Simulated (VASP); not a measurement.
# TmSb2Cl2 (P4/mmm) in VASP: a series of runs, part 3 of 3

VASP 6.6.1. Earlier steps stand in the parts before.

## 4. Single point, PBE

INCAR reads:

```
PREC     = Accurate       # precision mode
ENCUT    = 500            # plane-wave cutoff, eV
EDIFF    = 1E-6           # SCF threshold, eV
ISMEAR   = 0              # smearing method
SIGMA    = 0.1            # smearing width, eV
LREAL    = False          # projectors in reciprocal space
LASPH    = True           # aspherical terms in the spheres
NELM     = 200            # most SCF steps
ALGO     = Normal         # electronic algorithm
ISIF     = 2              # what is computed and relaxed
LWAVE    = False          # write WAVECAR
LCHARG   = True           # write CHGCAR
GGA      = PE             # functional
LELF     = True           # ELF
LVHAR    = True         
NBANDS   = 24             # bands
GGA_COMPAT= False        
LMAXMIX  = 6              # l up to which the mixer works
```

KPOINTS reads:

```
regular mesh
0
Gamma
  8 8 6
```

POSCAR reads:

```
TmSb2Cl2
1.0
    4.3773755854      0.0000000000      0.0000000000
    0.0000000000      4.3773755854      0.0000000000
    0.0000000000      0.0000000000      7.0137233047
Tm Sb Cl
1 2 2
Direct
    0.0000000000      0.0000000000      0.0000000000
    0.5000000000      0.5000000000      0.2065781322
    0.5000000000      0.5000000000      0.7934218678
    0.0000000000      0.5000000000      0.5000000000
    0.5000000000      0.0000000000      0.5000000000
```

Potentials or basis: VASP PAW PBE potentials, release 64 (Tm_3, Sb, Cl), 4f in core.

The run is started by

```
$ cat potpaw_PBE.64/Tm_3/POTCAR potpaw_PBE.64/Sb/POTCAR potpaw_PBE.64/Cl/POTCAR > POTCAR
$ mpirun -np 1 vasp_std > vasp.out
```

OUTCAR:

```text
PREC = Accurate
   ENCUT = 500
   EDIFF = 1E-6
   ISMEAR = 0
   LREAL = False
   LASPH = True
   NELM = 200
   ISIF = 2
   GGA = PE

 ion  position               nearest neighbor table
   1  0.000  0.000  0.000-   2 3.42   3 3.42   2 3.42   3 3.42   2 3.42   3 3.42   2 3.42   3 3.42

   2  0.500  0.500  0.207-   3 2.90   4 3.00   5 3.00   5 3.00   4 3.00   1 3.42   1 3.42   1 3.42
                             1 3.42
   3  0.500  0.500  0.793-   2 2.90   4 3.00   5 3.00   5 3.00   4 3.00   1 3.42   1 3.42   1 3.42
                             1 3.42
   4  0.000  0.500  0.500-   2 3.00   3 3.00   2 3.00   3 3.00
   5  0.500  0.000  0.500-   2 3.00   3 3.00   2 3.00   3 3.00

  LATTYP: Found a simple tetragonal cell.
 ALAT       =     4.3773755854
 C/A-ratio  =     1.6022667390

  Lattice vectors:

 A1 = (   4.3773755854,   0.0000000000,   0.0000000000)
 A2 = (   0.0000000000,   4.3773755854,   0.0000000000)
 A3 = (   0.0000000000,   0.0000000000,   7.0137233047)

Analysis of symmetry for initial positions (statically):
=====================================================================
 Subroutine PRICEL returns:
 Original cell was already a primitive cell.

 Routine SETGRP: Setting up the symmetry group for a
 simple tetragonal supercell.

 Subroutine GETGRP returns: Found 16 space group operations
 (whereof 16 operations were pure point group operations)
 out of a pool of 16 trial point group operations.

The static configuration has the point symmetry D_4h.

Analysis of symmetry for dynamics (positions and initial velocities):
=====================================================================
 Subroutine PRICEL returns:
 Original cell was already a primitive cell.

 Routine SETGRP: Setting up the symmetry group for a
 simple tetragonal supercell.

[... 121 lines left out ...]
   NELECT =      33.0000    total number of electrons
   NUPDOWN=      -1.0000    fix difference up-down
   EMIN   =  10.00;   EMAX   =-10.00  energy-range for DOS
   EFERMI =   0.00;   METHOD = LEGACY
   ISMEAR =     0;   SIGMA  =   0.10  broadening in eV -4-tet -1-fermi 0-gaus
   EFERMI_NEDOS =   21; number of points for ismear=-14 and -15
   IALGO  =     38    algorithm
   IMIX   =      4    mixing-type and parameters
     AMIX     =   0.40;   BMIX     =  1.00
     AMIX_MAG =   1.60;   BMIX_MAG =  1.00
  volume/ion in A,a.u.               =      26.88       181.39
  Fermi-wavevector in a.u.,A,eV,Ry     =   1.025150  1.937252 14.298804  1.050932
  Thomas-Fermi vector in A             =   2.158975
   LORBIT       =      0    0 simple, 1 ext, 2 COOP (PROOUT), +10 PAW based schemes
   GGA     = PE    functional components
   LHFCALC =     F    Hartree Fock is set to
   AEXX    =    0.0000 exact exchange contribution
   IVDW    =     0    specifies the selected vdW correction
   LEPSILON=     F    determine dielectric tensor
   LRPA    =     F    only Hartree local field effects (RPA)
 non-spin polarized calculation
 Gauss-broadening in eV      SIGMA  =   0.10
  energy-cutoff  :      500.00
  volume of cell :      134.39
 maximum number of plane-waves:      3444
 NGX is ok and might be reduce to    32
   NGX = 15   NGY = 15   NGZ = 25

 number of electron      33.0000005 magnetization

 Free energy of the ion-electron system (eV)
  ---------------------------------------------------
  ext. energy  EPLUGINS =         0.00000000
  ---------------------------------------------------
  free energy    TOTEN  =       -17.29921303 eV

  energy without entropy =      -17.27577245  energy(sigma->0) =      -17.28749274

 E-fermi :   4.8743     XC(G=0):  -9.4800

 val. band max:        4.8712562000   @ k =   0.5000   0.3750   0.0000
 cond. band min:       4.8804872488   @ k =   0.1250   0.1250   0.3333
 fundamental gap:      0.0092310488
 Fermi energy:         4.8742527615

 k-point     1 :       0.0000    0.0000    0.0000
  band No.  band energies     occupation
      1     -22.0400      2.00000
      2     -21.8032      2.00000
      3     -21.8032      2.00000
      4     -10.7027      2.00000
      5      -9.1266      2.00000
      6      -5.2576      2.00000
[... 637 lines left out ...]
     23       8.4484      0.00000
     24       9.2110      0.00000

 [... further k-points ...]
[... 5 lines left out ...]
  --------------------------------------------------------------------------------------
  -------------------------------------------------------------------------------------
  Total        0.0217137      0.0217137     -0.0275930      0.0000000      0.0000000      0.0000000
  in kB        0.2588617      0.2588617     -0.3289520      0.0000000      0.0000000      0.0000000
  external PRESSURE =       0.0629238 kB  Pullay stress =       0.0000000 kB

 VOLUME and BASIS-vectors are now :
 -----------------------------------------------------------------------------
  energy-cutoff  :      500.00
  volume of cell :      134.39
      direct lattice vectors                 reciprocal lattice vectors
     4.377375585  0.000000000  0.000000000     0.228447384  0.000000000  0.000000000
     0.000000000  4.377375585  0.000000000     0.000000000  0.228447384  0.000000000
     0.000000000  0.000000000  7.013723305     0.000000000  0.000000000  0.142577623

 POSITION                                       TOTAL-FORCE (eV/Angst)
 -----------------------------------------------------------------------------------
      0.00000      0.00000      0.00000         0.000000      0.000000      0.000000
      2.18869      2.18869      1.44888        -0.000000      0.000000      0.053251
      2.18869      2.18869      5.56484         0.000000     -0.000000     -0.053251
      0.00000      2.18869      3.50686         0.000000      0.000000      0.000000
      2.18869      0.00000      3.50686         0.000000      0.000000      0.000000
 -----------------------------------------------------------------------------------
    total drift:                                0.000000      0.000000     -0.000000

  FREE ENERGIE OF THE ION-ELECTRON SYSTEM (eV)
  ---------------------------------------------------
  free  energy   TOTEN  =       -17.2992130293 eV

  energy  without entropy=      -17.2757724496  energy(sigma->0) =      -17.28749274
```

Run time: 85 s. Hardware: 1 thread of Intel Xeon 6975P-C (Granite Rapids), shared host; peak memory 0.34 GiB.

What came out:

* Free energy: -17.2992 eV
* Pressure: 0.0 GPa
* Largest force: 0.053 eV/Å
* Band gap on the k mesh: zero (an odd number of electrons rules out a gap without spin polarisation)

Forces on the atoms (eV/Å):
```
Tm   0.000  0.000  0.000
Sb   0.000  0.000  0.053
Sb   0.000  0.000 -0.053
Cl   0.000  0.000  0.000
Cl   0.000  0.000  0.000
```

Caveat: spin-orbit coupling is left out, which moves the levels of the heavy elements; the 4f electrons are frozen in the core, so they carry no moment and show no levels; an odd number of electrons without spin polarisation forces a metal; a magnetic or distorted state may lie lower; the run has no spin polarisation, though such a crystal can be magnetic. Spin polarisation is off, so any magnetic state and its effect on volume and gap are missing.

## 5. Relaxation of cell and atoms, PBE

This run uses another cell than the first one, of 31.02 Å³/atom.

INCAR reads:

```
  ALGO = Normal
  EDIFF = 1E-7
  EDIFFG = -0.04
  ENCUT = 500
  GGA = PE
  GGA_COMPAT = False
  IBRION = 2
  ISIF = 3
  ISMEAR = 0
  LASPH = True
  LCHARG = False
  LMAXMIX = 6
  LREAL = False
  LWAVE = False
  NELM = 200
  NELMIN = 4
  NSW = 90
  PREC = Accurate
  SIGMA = 0.1
```

KPOINTS reads:

```
k-points
0
Gamma
  4 4 4
```

POSCAR reads:

```
TmSb2Cl2
1.0
    4.8536531200      0.0000000000      0.0000000000
    0.0000000000      4.8536531200      0.0000000000
    0.0000000000      0.0000000000      6.5838375500
Tm Sb Cl
1 2 2
Direct
    0.0000000000      0.0000000000      0.0000000000
    0.5000000000      0.5000000000      0.2399999900
    0.5000000000      0.5000000000      0.7600000100
    0.0000000000      0.5000000000      0.5000000000
    0.5000000000      0.0000000000      0.5000000000
```

The run is started by

```
$ cat potpaw_PBE.64/Tm_3/POTCAR potpaw_PBE.64/Sb/POTCAR potpaw_PBE.64/Cl/POTCAR > POTCAR
$ mpirun -np 1 vasp_std > vasp.out
```

Run time: 3.4 min. Hardware: 1 thread of Intel Xeon 6975P-C (Granite Rapids), shared host; peak memory 0.28 GiB.

The run converged. Its results:

| Quantity | Value |
| --- | --- |
| Free energy | -17.2796 eV |
| Relaxed volume | 26.94 Å³/atom |
| Relaxed cell | a = 4.393 Å, b = 4.393 Å, c = 6.978 Å, α = 90.00°, β = 90.00°, γ = 90.00° |
| Space group after relaxing (to 0.1 Å) | P4/mmm (No. 123) |
| Energy gained by relaxing | 167.1 meV/atom |
| Ionic steps | 10 |
| Pressure after relaxing | 0.1 GPa |
| Largest force after relaxing | 0.015 eV/Å |
| Band gap on the k mesh | zero (an odd number of electrons rules out a gap without spin polarisation) |

Forces in eV/Å, atoms in the order of the input:
```
Tm   0.000  0.000  0.000
Sb   0.000  0.000  0.015
Sb   0.000  0.000 -0.015
Cl   0.000  0.000  0.000
Cl   0.000  0.000  0.000
```

Stress tensor (GPa, compression positive):
```
-0.02  0.00  0.00
 0.00 -0.02  0.00
 0.00  0.00  0.18
```

Step by step:
| step | energy change (eV) | largest force (eV/Å) | pressure (GPa) | volume (Å³) |
| --- | --- | --- | --- | --- |
| 1 | 0.0000 | 1.6199 | -2.89 | 155.10 |
| 2 | -0.3747 | 1.4213 | -0.29 | 142.87 |
| 3 | -0.4364 | 0.5737 | 2.48 | 134.98 |
| 4 | -0.4424 | 0.8350 | 1.73 | 136.84 |
| 5 | -0.6381 | 0.6403 | 1.29 | 136.68 |
| 6 | -0.6449 | 1.0644 | 1.27 | 136.60 |
| 7 | -0.7909 | 0.5723 | -0.92 | 139.65 |
| 8 | -0.7935 | 0.5204 | -1.22 | 140.12 |
| 9 | -0.8282 | 0.2178 | -0.50 | 136.89 |
| 10 | -0.8355 | 0.0147 | 0.05 | 134.68 |

Final structure:
```
CELL_PARAMETERS angstrom
4.39315 0.00000 0.00000
0.00000 4.39315 0.00000
0.00000 0.00000 6.97828
ATOMIC_POSITIONS crystal
Tm 0.00000 0.00000 0.00000
Sb 0.50000 0.50000 0.20676
Sb 0.50000 0.50000 0.79324
Cl 0.00000 0.50000 0.50000
Cl 0.50000 0.00000 0.50000
```

Levels at points of the mesh, in eV from the Fermi level:
| k point | band 12 | band 13 | band 14 | band 15 | band 16 | band 17 | band 18 | band 19 | band 20 |
| --- | --- | --- | --- | --- | --- | --- | --- | --- | --- |
| (0.00, 0.00, 0.00) | -2.26 | -1.31 | -1.31 | -0.40 | -0.40 | -0.13 | -0.13 | -0.06 | 0.75 |
| (0.50, 0.00, 0.00) | -2.60 | -2.53 | -2.51 | -1.09 | 0.42 | 0.83 | 0.99 | 1.63 | 1.78 |
| (0.50, 0.50, 0.00) | -2.68 | -2.68 | -1.09 | -0.51 | 0.09 | 0.09 | 0.77 | 0.86 | 2.61 |
| (0.00, 0.00, 0.50) | -1.26 | -1.26 | -1.11 | -1.11 | 0.02 | 0.22 | 0.51 | 0.51 | 1.48 |
| (0.50, 0.00, 0.50) | -2.89 | -2.55 | -2.06 | -1.80 | -0.71 | -0.22 | 1.58 | 1.83 | 1.95 |
| (0.50, 0.50, 0.50) | -1.91 | -1.63 | -1.63 | -1.09 | -0.96 | -0.96 | -0.51 | 0.14 | 2.51 |

Caveat: spin-orbit coupling is left out, which moves the levels of the heavy elements; the 4f electrons are frozen in the core, so they carry no moment and show no levels; an odd number of electrons without spin polarisation forces a metal; a magnetic or distorted state may lie lower; the run has no spin polarisation, though such a crystal can be magnetic.

## 6. Relaxation of cell and atoms, PBE

INCAR reads:

```
SYSTEM = TmSb2Cl2
ALGO     = Normal         ! electronic algorithm
EDIFF    = 1E-7           ! SCF threshold, eV
EDIFFG   = -0.01          ! ionic threshold
ENCUT    = 500            ! plane-wave cutoff, eV
GGA      = PE             ! functional
GGA_COMPAT= .False.      
IBRION   = 2              ! ionic algorithm
ISIF     = 3              ! what is computed and relaxed
ISMEAR   = 0              ! smearing method
LASPH    = .True.         ! aspherical terms in the spheres
LCHARG   = .False.        ! write CHGCAR
LMAXMIX  = 6              ! l up to which the mixer works
LREAL    = .False.        ! projectors in reciprocal space
LWAVE    = .False.        ! write WAVECAR
NELM     = 200            ! most SCF steps
NELMIN   = 4            
NSW      = 100            ! ionic steps
PREC     = Accurate       ! precision mode
SIGMA    = 0.1            ! smearing width, eV
```

KPOINTS reads:

```
k-points
0
Gamma
  8 8 6
  0 0 0
```

POSCAR reads:

```
TmSb2Cl2
1.0
    4.3847853695      0.0000000000      0.0000000000
    0.0000000000      4.3847853695      0.0000000000
    0.0000000000      0.0000000000      6.9847494422
Tm Sb Cl
1 2 2
Direct
    0.0000000000      0.0000000000      0.0000000000
    0.5000000000      0.5000000000      0.2066784483
    0.5000000000      0.5000000000      0.7933215517
    0.0000000000      0.5000000000      0.5000000000
    0.5000000000      0.0000000000      0.5000000000
```

Potentials or basis: VASP PAW PBE potentials, release 64 (Tm_3, Sb, Cl), 4f in core.

The run is started by

```
$ cat potpaw_PBE.64/Tm_3/POTCAR potpaw_PBE.64/Sb/POTCAR potpaw_PBE.64/Cl/POTCAR > POTCAR
$ mpirun -np 1 vasp_std > vasp.out
```

Run time: 2.9 min. Hardware: 1 thread of Intel Xeon 6975P-C (Granite Rapids), shared host; peak memory 0.35 GiB.

The run converged. Its results:

- Free energy: -17.2994 eV
- Relaxed volume: 26.90 Å³/atom
- Relaxed cell: a = 4.381 Å, b = 4.381 Å, c = 7.005 Å, α = 90.00°, β = 90.00°, γ = 90.00°
- Space group after relaxing (to 0.1 Å): P4/mmm (No. 123)
- Energy gained by relaxing: 0.1 meV/atom
- Ionic steps: 4
- Pressure after relaxing: 0.0 GPa
- Largest force after relaxing: 0.003 eV/Å
- Band gap on the k mesh: zero (an odd number of electrons rules out a gap without spin polarisation)

Forces in eV/Å, atoms in the order of the input:
```
Tm   0.000  0.000  0.000
Sb   0.000  0.000 -0.003
Sb   0.000  0.000  0.003
Cl   0.000  0.000  0.000
Cl   0.000  0.000  0.000
```

The path:
```tsv
step	energy change (eV)	largest force (eV/Å)	pressure (GPa)	volume (Å³)
1	0.0000	0.0650	0.11	134.29
2	-0.0006	0.0013	-0.07	134.66
3	-0.0006	0.0038	-0.06	134.65
4	-0.0007	0.0031	-0.01	134.48
```

Final structure:
```
Tm Sb Cl
1.0
     4.38148    0.00000    0.00000
     0.00000    4.38148    0.00000
     0.00000    0.00000    7.00508
Tm Sb Cl
1 2 2
Direct
  0.00000 0.00000 0.00000
  0.50000 0.50000 0.20717
  0.50000 0.50000 0.79283
  0.00000 0.50000 0.50000
  0.50000 0.00000 0.50000
```

Levels at points of the mesh, in eV from the Fermi level:
```tsv
k point	band 13	band 14	band 15	band 16	band 17	band 18	band 19	band 20
(0.00, 0.00, 0.00)	-1.28	-1.28	-0.41	-0.41	-0.11	-0.11	-0.07	0.76
(0.50, 0.00, 0.00)	-2.53	-2.52	-1.08	0.41	0.83	0.95	1.50	1.61
(0.50, 0.50, 0.00)	-2.67	-1.07	-0.48	0.06	0.06	0.77	0.83	2.62
(0.00, 0.00, 0.50)	-1.23	-1.08	-1.08	0.03	0.20	0.49	0.49	1.46
(0.50, 0.00, 0.50)	-2.55	-2.07	-1.78	-0.75	-0.22	1.57	1.83	1.95
(0.50, 0.50, 0.50)	-1.66	-1.66	-1.07	-0.96	-0.96	-0.48	0.15	2.52
```

Caveat: spin-orbit coupling is left out, which moves the levels of the heavy elements; the 4f electrons are frozen in the core, so they carry no moment and show no levels; an odd number of electrons without spin polarisation forces a metal; a magnetic or distorted state may lie lower; the run has no spin polarisation, though such a crystal can be magnetic. Spin polarisation is off, so any magnetic state and its effect on volume and gap are missing.

## 7. Overview

| task | cell | k mesh | gap on the mesh (eV) | pressure (GPa) | relaxed volume (Å³/atom) | largest force (eV/Å) |
| --- | --- | --- | --- | --- | --- | --- |
| single point | a = 4.385, b = 4.385, c = 6.985 Å, 5 atoms, atomic positions A | 4 × 4 × 4 | none | 0.1 | - | 0.02 |
| single point | a = 4.854, b = 4.854, c = 6.584 Å, 5 atoms, atomic positions B | 4 × 4 × 4 | none | -2.9 | - | 1.62 |
| single point | a = 4.377, b = 4.377, c = 7.014 Å, 5 atoms, atomic positions C | 8 × 8 × 6 | none | 0.0 | - | 0.05 |
| relaxation of cell and atoms | relaxed from a = 4.854, b = 4.854, c = 6.584 Å, 5 atoms, atomic positions B | 4 × 4 × 4 | none | 0.1 | 26.94 | 0.01 |
| relaxation of cell and atoms | relaxed from a = 4.385, b = 4.385, c = 6.985 Å, 5 atoms, atomic positions A | 8 × 8 × 6 | none | 0.0 | 26.90 | - |

Alike in all rows: level PBE; potentials or basis VASP PAW PBE potentials, release 64 (Tm_3, Sb, Cl), 4f in core; no spin polarisation; cutoff (eV) 500; smearing gaussian 0.1 eV.

Caveats: spin-orbit coupling is left out, which moves the levels of the heavy elements; the 4f electrons are frozen in the core, so they carry no moment and show no levels; an odd number of electrons without spin polarisation forces a metal; a magnetic or distorted state may lie lower; the run has no spin polarisation, though such a crystal can be magnetic.

Absolute energies hang on the potentials; compare differences alone.

The gap in the log of VASP goes by the Fermi energy; the results here count the filled bands.